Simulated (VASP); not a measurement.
# CdTe (F-43m) in VASP: settings compared

Aim: see how the results for CdTe move with the level of theory and the settings. Levels: PBE-based screened hybrid with 50 % exact exchange, PBE0. Tasks: single point.

Program: VASP 6.6.1. These are calculated values, not measurements. Logs are shortened: lines on timing, memory, paths and dates and some standing lists are left out, and cuts for length are marked.

### 1 The cell of the first run

The structure is cubic, space group F-43m (No. 216). The conventional cell has a = 6.410 Å, b = 6.410 Å, c = 6.410 Å, α = 90.00°, β = 90.00°, γ = 90.00°. Te (site symmetry -43m) has 4 Cd at 2.78 Å within 3.7 Å. Cd (site symmetry -43m) has 4 Te at 2.78 Å within 3.7 Å.

### 2 Single point, PBE-based screened hybrid with 50 % exact exchange

POSCAR

```
CdTe
1.0
    0.0000000000      3.2050000000      3.2050000000
    3.2050000000      0.0000000000      3.2050000000
    3.2050000000      3.2050000000      0.0000000000
Te Cd
1 1
Direct
    0.7500000000      0.7500000000      0.7500000000
    0.0000000000      0.0000000000      0.0000000000
```

INCAR.step1

```
SYSTEM = CdTe
PREC = Accurate
ENCUT = 520
EDIFF = 1E-5
ISMEAR = -1
SIGMA = 0.05
LREAL = .FALSE.
LASPH = .TRUE.
NELM = 80
ALGO = Normal
ISIF = 2
LWAVE = .TRUE.
NBANDS = 16
GGA = PE
```

INCAR.step2

```
SYSTEM = CdTe
PREC = Accurate
ENCUT = 520
EDIFF = 1E-7
ISMEAR = -1
SIGMA = 0.05
LREAL = .FALSE.
LASPH = .TRUE.
NELM = 80
ALGO = Normal
ISIF = 2
LWAVE = .FALSE.
LCHARG = .TRUE.
GGA = PE
LHFCALC = .TRUE.
AEXX = 0.5
HFSCREEN = 0.2078699
PRECFOCK = Normal
LELF = .TRUE.
LVHAR = .TRUE.
NBANDS = 16
ISTART = 1
```

KPOINTS

```
regular mesh
0
G
  4 4 4
  0 0 0
```

Potentials or basis: VASP PAW PBE potentials, release 64 (Te, Cd).

Command:

```
$ cat potpaw_PBE.64/Te/POTCAR potpaw_PBE.64/Cd/POTCAR > POTCAR
$ cp INCAR.step1 INCAR
$ mpirun -np 1 vasp_std > vasp.out
$ cp INCAR.step2 INCAR
$ mpirun -np 1 vasp_std > vasp.out
```

OUTCAR:

```text
SYSTEM = CdTe
   PREC = Accurate
   ENCUT = 520
   EDIFF = 1E-7
   ISMEAR = -1
   LREAL = .FALSE.
   LASPH = .TRUE.
   NELM = 80
   ISIF = 2
   GGA = PE
   LHFCALC = .TRUE.
   AEXX = 0.5
   HFSCREEN = 0.2078699
   PRECFOCK = Normal
   ISTART = 1

 ion  position               nearest neighbor table
   1  0.750  0.750  0.750-   2 2.78   2 2.78   2 2.78   2 2.78
   2  0.000  0.000  0.000-   1 2.78   1 2.78   1 2.78   1 2.78

  LATTYP: Found a face centered cubic cell.
 ALAT       =     6.4100000000

  Lattice vectors:

 A1 = (   0.0000000000,   3.2050000000,   3.2050000000)
 A2 = (   3.2050000000,   0.0000000000,   3.2050000000)
 A3 = (   3.2050000000,   3.2050000000,   0.0000000000)

Analysis of symmetry for initial positions (statically):
=====================================================================
 Subroutine PRICEL returns:
 Original cell was already a primitive cell.

 Routine SETGRP: Setting up the symmetry group for a
 face centered cubic supercell.

 Subroutine GETGRP returns: Found 24 space group operations
 (whereof 24 operations were pure point group operations)
 out of a pool of 48 trial point group operations.

The static configuration has the point symmetry T_d .

Analysis of symmetry for dynamics (positions and initial velocities):
=====================================================================
 Subroutine PRICEL returns:
 Original cell was already a primitive cell.

 Routine SETGRP: Setting up the symmetry group for a
 face centered cubic supercell.

 Subroutine GETGRP returns: Found 24 space group operations
 (whereof 24 operations were pure point group operations)
 out of a pool of 48 trial point group operations.

The dynamic configuration has the point symmetry T_d .

 Subroutine INISYM returns: Found 24 space group operations
 (whereof 24 operations are pure point group operations),
 and found     1 'primitive' translations

----------------------------------------------------------------------------------------

                                     Primitive cell

  volume of cell :      65.8437

  direct lattice vectors                    reciprocal lattice vectors
     0.000000000  3.205000000  3.205000000    -0.156006240  0.156006240  0.156006240
     3.205000000  0.000000000  3.205000000     0.156006240 -0.156006240  0.156006240
     3.205000000  3.205000000  0.000000000     0.156006240  0.156006240 -0.156006240

  length of vectors
     4.532554467  4.532554467  4.532554467     0.270210734  0.270210734  0.270210734

  position of ions in fractional coordinates (direct lattice)
     0.750000000  0.750000000  0.750000000
     0.000000000  0.000000000  0.000000000

  ion indices of the primitive-cell ions
   primitive index   ion index
                 1           1
                 2           2

----------------------------------------------------------------------------------------

 KPOINTS: regular mesh

Automatic generation of k-mesh.
 Grid dimensions read from file:
 generate k-points for:    4    4    4

 Generating k-lattice:

  Cartesian coordinates                     Fractional coordinates (reciprocal lattice)
    -0.039001560  0.039001560  0.039001560     0.250000000  0.000000000  0.000000000
     0.039001560 -0.039001560  0.039001560     0.000000000  0.250000000  0.000000000
     0.039001560  0.039001560 -0.039001560     0.000000000  0.000000000  0.250000000

  Length of vectors
     0.067552684  0.067552684  0.067552684

  Shift w.r.t. Gamma in fractional coordinates (k-lattice)
     0.000000000  0.000000000  0.000000000

 Subroutine IBZKPT returns following result:
 ===========================================

 Found      8 irreducible k-points:

 Following reciprocal coordinates:
            Coordinates               Weight
  0.000000  0.000000  0.000000      1.000000
  0.250000  0.000000  0.000000      8.000000
  0.500000  0.000000  0.000000      4.000000
  0.250000  0.250000  0.000000      6.000000
  0.500000  0.250000  0.000000     24.000000
 -0.250000  0.250000  0.000000     12.000000
  0.500000  0.500000  0.000000      3.000000
 -0.250000  0.500000  0.250000      6.000000
   k-points           NKPTS =      8   k-points in BZ     NKDIM =     64   number of bands    NBANDS=     16
   number of dos      NEDOS =    301   number of ions     NIONS =      2
   total plane-waves  NPLWV =  46656
   dimension x,y,z NGX =    36 NGY =   36 NGZ =   36
   dimension x,y,z NGXF=    72 NGYF=   72 NGZF=   72
   ions per type =               1   1
   NGX,Y,Z   is equivalent  to a cutoff of  13.20, 13.20, 13.20 a.u.
   NGXF,Y,Z  is equivalent  to a cutoff of  26.41, 26.41, 26.41 a.u.
 SYSTEM =  CdTe
   PREC   = accura    normal or accurate (medium, high low for compatibility)
   ISTART =      1    job   : 0-new  1-cont  2-samecut
   ICHARG =      0    charge: 1-file 2-atom 10-const
   ISPIN  =      1    spin polarized calculation?
   LNONCOLLINEAR =      F non collinear calculations
   LSORBIT =      F    spin-orbit coupling
   LASPH  =      T    aspherical Exc in radial PAW
   ENCUT  =  520.0 eV  38.22 Ry    6.18 a.u.   8.43  8.43  8.43*2*pi/ulx,y,z
   NELM   =     80;   NELMIN=  2; NELMDL=  0     # of ELM steps
   EDIFF  = 0.1E-06   stopping-criterion for ELM
   LREAL  =      F    real-space projection
   EDIFFG = 0.1E-05   stopping-criterion for IOM
   NSW    =      0    number of steps for IOM
   IBRION =     -1    ionic relax: 0-MD 1-quasi-New 2-CG
   NFREE  =      0    steps in history (QN), initial steepest desc. (CG)
   ISIF   =      2    stress and relaxation
   ISYM   =      3    0-nonsym 1-usesym 2-fastsym
   POTIM  = 0.5000    time-step for ionic-motion
   TEBEG  =    0.0;   TEEND  =   0.0 temperature during run
   PSTRESS=    0.0 pullay stress
   NELECT =      18.0000    total number of electrons
   NUPDOWN=      -1.0000    fix difference up-down
   EMIN   =  10.00;   EMAX   =-10.00  energy-range for DOS
   EFERMI =   0.00;   METHOD = LEGACY
   ISMEAR =    -1;   SIGMA  =   0.05  broadening in eV -4-tet -1-fermi 0-gaus
   EFERMI_NEDOS =   21; number of points for ismear=-14 and -15
   IALGO  =     38    algorithm
   IMIX   =      1    mixing-type and parameters
     AMIX     =   0.40;   BMIX     =  1.00
     AMIX_MAG =   1.60;   BMIX_MAG =  1.00
  volume/ion in A,a.u.               =      32.92       222.17
  Fermi-wavevector in a.u.,A,eV,Ry     =   1.062497  2.007828 15.359610  1.128899
  Thomas-Fermi vector in A             =   2.197950
   LORBIT       =      0    0 simple, 1 ext, 2 COOP (PROOUT), +10 PAW based schemes
   GGA     = PE    functional components
   LHFCALC =     T    Hartree Fock is set to
   PRECFOCK=normal    Normal, Fast or Accurate (Low or Medium for compatibility)
   ENCUT4O =  -1.0   cutoff for four orbital integrals eV
   NKREDX  =     1    reduce k-point grid by
   NKREDY  =     1    reduce k-point grid by
   NKREDZ  =     1    reduce k-point grid by
   AEXX    =    0.5000 exact exchange contribution
   HFSCREEN=    0.2079 screening length (either q_TF or 0.3 A-1)
   HFSCREENC=   0.2079 screening length for correlation (either q_TF or 0.3 A-1)
   ENCUTFOCK=  -1.0 apply spherical cutoff to Coloumb kernel
   IVDW    =     0    specifies the selected vdW correction
   LEPSILON=     F    determine dielectric tensor
   LRPA    =     F    only Hartree local field effects (RPA)
 non-spin polarized calculation
  energy-cutoff  :      520.00
  volume of cell :       65.84
 maximum number of plane-waves:      1807
 NGX is ok and might be reduce to    36
  NGX = 28; NGY = 28; NGZ = 28

 number of electron      17.9999995 magnetization

 Free energy of the ion-electron system (eV)
  ---------------------------------------------------
  ext. energy  EPLUGINS =         0.00000000
  ---------------------------------------------------
  free energy    TOTEN  =        -7.55743941 eV

  energy without entropy =       -7.55743941  energy(sigma->0) =       -7.55743941

 E-fermi :   2.6063     XC(G=0):  -5.8311

 val. band max:        1.5586271451   @ k =   0.0000   0.0000   0.0000
 cond. band min:       4.0984290811   @ k =   0.0000   0.0000   0.0000
 fundamental gap:      2.5398019361
 Fermi energy:         2.6063218798

 k-point     1 :       0.0000    0.0000    0.0000
  band No.  band energies     occupation
      1     -11.6763      2.00000
      2      -9.3908      2.00000
      3      -9.3908      2.00000
      4      -9.3908      2.00000
      5      -9.0939      2.00000
      6      -9.0939      2.00000
[... 8 lines left out ...]
     15      13.0313      0.00000
     16      13.0313      0.00000

 k-point     2 :       0.2500    0.0000    0.0000
  band No.  band energies     occupation
      1     -11.4670      2.00000
      2      -9.3520      2.00000
      3      -9.3520      2.00000
      4      -9.0949      2.00000
      5      -9.0949      2.00000
      6      -9.0840      2.00000
[... 8 lines left out ...]
     15      11.9763      0.00000
     16      11.9763      0.00000

 k-point     3 :       0.5000    0.0000    0.0000
  band No.  band energies     occupation
      1     -11.2949      2.00000
      2      -9.3207      2.00000
      3      -9.3206      2.00000
      4      -9.0872      2.00000
      5      -9.0872      2.00000
      6      -8.4899      2.00000
[... 8 lines left out ...]
     15      14.2645      0.00000
     16      14.2645      0.00000

 k-point     4 :       0.2500    0.2500    0.0000
  band No.  band energies     occupation
      1     -11.4037      2.00000
      2      -9.3080      2.00000
      3      -9.3080      2.00000
      4      -9.1699      2.00000
      5      -9.0790      2.00000
      6      -8.9810      2.00000
[... 8 lines left out ...]
     15      13.6385      0.00000
     16      14.7959      0.00000

 k-point     5 :       0.5000    0.2500    0.0000
  band No.  band energies     occupation
      1     -11.2443      2.00000
      2      -9.2821      2.00000
      3      -9.2667      2.00000
      4      -9.1360      2.00000
      5      -9.0793      2.00000
      6      -8.3873      2.00000
[... 8 lines left out ...]
     15      14.4769      0.00000
     16      14.8705      0.00000

 k-point     6 :      -0.2500    0.2500    0.0000
  band No.  band energies     occupation
      1     -11.2937      2.00000
      2      -9.3052      2.00000
      3      -9.2993      2.00000
      4      -9.1029      2.00000
      5      -9.1011      2.00000
      6      -8.5858      2.00000
[... 8 lines left out ...]
     15      13.5379      0.00000
     16      15.0252      0.00000

 k-point     7 :       0.5000    0.5000    0.0000
  band No.  band energies     occupation
      1     -11.1974      2.00000
      2      -9.2167      2.00000
      3      -9.2167      2.00000
      4      -9.1955      2.00000
      5      -9.0640      2.00000
      6      -8.2340      2.00000
[... 8 lines left out ...]
     15      14.6872      0.00000
     16      15.4941      0.00000

 k-point     8 :      -0.2500    0.5000    0.2500
  band No.  band energies     occupation
      1     -11.2002      2.00000
      2      -9.2591      2.00000
      3      -9.2462      2.00000
      4      -9.1283      2.00000
      5      -9.0938      2.00000
      6      -8.1455      2.00000
[... 8 lines left out ...]
     15      15.2444      0.00000
     16      15.2608      0.00000

------------------------ aborting loop because EDIFF is reached ----------------------------------------

  FORCE on cell =-STRESS in cart. coord.  units (eV):
  Direction    XX          YY          ZZ          XY          YZ          ZX
  --------------------------------------------------------------------------------------
  -------------------------------------------------------------------------------------
  Total        1.0283914      1.0283914      1.0283914     -0.0000000      0.0000000     -0.0000000
  in kB       25.0238952     25.0238952     25.0238952     -0.0000000      0.0000000     -0.0000000
  external PRESSURE =      25.0238952 kB  Pullay stress =       0.0000000 kB

 VOLUME and BASIS-vectors are now :
 -----------------------------------------------------------------------------
  energy-cutoff  :      520.00
  volume of cell :       65.84
      direct lattice vectors                 reciprocal lattice vectors
     0.000000000  3.205000000  3.205000000    -0.156006240  0.156006240  0.156006240
     3.205000000  0.000000000  3.205000000     0.156006240 -0.156006240  0.156006240
     3.205000000  3.205000000  0.000000000     0.156006240  0.156006240 -0.156006240

 POSITION                                       TOTAL-FORCE (eV/Angst)
 -----------------------------------------------------------------------------------
      4.80750      4.80750      4.80750        -0.000000     -0.000000     -0.000000
      0.00000      0.00000      0.00000         0.000000      0.000000      0.000000
 -----------------------------------------------------------------------------------
    total drift:                                0.000004      0.000002     -0.000001

  FREE ENERGIE OF THE ION-ELECTRON SYSTEM (eV)
  ---------------------------------------------------
  free  energy   TOTEN  =        -7.5574394058 eV

  energy  without entropy=       -7.5574394057  energy(sigma->0) =       -7.55743941
```

Run time: 17 min. Hardware: 1 thread of Intel Xeon Platinum 8259CL at 2.50GHz (Skylake/Cascade Lake), shared host; peak memory 0.32 GiB.

Results:

```yaml
Free_energy: -7.5574 eV
Pressure: 2.5 GPa
Band_gap_on_the_k_mesh: 2.54 eV
```

Caveat: the k points lie up to 0.42 Å⁻¹ apart; the PAW data sets were made with another functional, which shifts forces and pressure a little; spin-orbit coupling is left out, which moves the levels of the heavy elements.

### 3 Single point, PBE0

POSCAR is that of step 2.

INCAR.step1

```
SYSTEM = CdTe
ALGO = Normal
EDIFF = 1E-5
ENCUT = 520
GGA = PE
ISIF = 2
ISMEAR = -1
LASPH = .TRUE.
LCHARG = .FALSE.
LREAL = .FALSE.
LWAVE = .TRUE.
NBANDS = 16
NELM = 60
PREC = Accurate
SIGMA = 0.05
```

INCAR.step2

```
SYSTEM = CdTe
AEXX = 0.25
ALGO = Normal
EDIFF = 1E-6
ENCUT = 520
GGA = PE
ISIF = 2
ISMEAR = -1
ISTART = 1
LASPH = .TRUE.
LCHARG = .FALSE.
LHFCALC = .TRUE.
LREAL = .FALSE.
LWAVE = .FALSE.
NBANDS = 16
NELM = 60
PREC = Accurate
PRECFOCK = Normal
SIGMA = 0.05
```

KPOINTS

```
k-points
0
G
  6 6 6
  0 0 0
```

Potentials or basis: VASP PAW PBE potentials, release 64 (Te, Cd).

Command:

```
$ cat potpaw_PBE.64/Te/POTCAR potpaw_PBE.64/Cd/POTCAR > POTCAR
$ cp INCAR.step1 INCAR
$ mpirun -np 1 vasp_std > vasp.out
$ cp INCAR.step2 INCAR
$ mpirun -np 1 vasp_std > vasp.out
```

Wall time 1.9 h (1 thread of Oxide Virtual Turin-like, shared host); peak memory 0.22 GiB.

It converged, with:

| Item | Value |
| --- | --- |
| Free energy | -6.5381 eV |
| Pressure | 3.1 GPa |
| Band gap on the k mesh | 2.28 eV |

Levels at points of the mesh, in eV from the valence-band top:
```csv
k point,band 7,band 8,band 9,band 10,band 11,band 12
"(0.00, 0.00, 0.00)",0.00,0.00,0.00,2.28,6.13,6.13
"(0.50, 0.00, 0.00)",-5.05,-0.90,-0.90,3.30,6.73,6.73
"(0.50, 0.50, 0.00)",-4.87,-2.17,-2.17,3.84,4.12,10.90
```

Caveat: the cell stands under pressure; the PAW data sets were made with another functional, which shifts forces and pressure a little; spin-orbit coupling is left out, which moves the levels of the heavy elements.
